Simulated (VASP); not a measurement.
A run of VASP 6.6.1:

Contents of INCAR:

```
  PREC = Accurate
  ENCUT = 520
  EDIFF = 1E-6
  ISMEAR = 0
  SIGMA = 0.03
  LREAL = F
  LASPH = T
  NELM = 100
  ALGO = Normal
  ISIF = 2
  LWAVE = F
  LCHARG = F
  GGA = PS
  NBANDS = 16
```

File KPOINTS:

```
Automatic mesh
0
Gamma
  14 14 14
```

The input POSCAR:

```
GaN
1.0
    0.0000000000      2.1032064750      2.1352350000
    2.1352350000      0.0000000000      2.1352350000
    2.1352350000      2.1032064750      0.0000000000
Ga N
1 1
Direct
    0.0000000000      0.0000000000      0.0000000000
    0.5000000000      0.5000000000      0.5000000000
```

Potentials or basis: VASP PAW PBE potentials, release 64 (Ga_d, N).

The run is started by

```sh
$ cat potpaw_PBE.64/Ga_d/POTCAR potpaw_PBE.64/N/POTCAR > POTCAR
$ mpirun -np 1 vasp_std > vasp.out
```

Hardware: 1 thread of Intel Xeon 8259CL (shared host).

Estimate the wall time of this run.

Run time: 81 s on 1 thread of Intel Xeon 8259CL, with other jobs on the host, peak memory 0.2 GiB. Counts: scf iterations 12, k points 244.
